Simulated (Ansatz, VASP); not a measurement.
## One calculation of Rb, two programs

```
CELL_PARAMETERS angstrom
-2.64690 2.64690 2.69405
2.64690 -2.64690 2.69405
2.64690 2.64690 -2.69405
ATOMIC_POSITIONS crystal
Rb 0.00000 0.00000 0.00000
```

Change from the starting cell: engineering shear strain xy +0.0000, equal normal strain along x and y -0.0175.

Alike in both runs: task single point; functional LDA; k mesh 12 × 12 × 12; occupations gaussian, width 0.15 eV; no spin polarisation.

```csv
,VASP,Ansatz
version,VASP 6.6.1,Ansatz 0.2.0
potentials or method,"VASP PAW LDA potentials, release 64 (Rb_sv), cutoff 520 eV","scalar-relativistic, plane waves, PAW"
valence electrons in the cell,9,9
```

```csv
,VASP,Ansatz,Ansatz less VASP
gap on the k mesh at the Fermi level (eV),none,none,-
pressure (GPa),0.1,0.1,0.00
```

LDA's correlation is that of Perdew and Zunger in VASP and of Perdew and Wang (1992) in Ansatz. A gap of «none» marks a metal or a gap that the smearing closes.
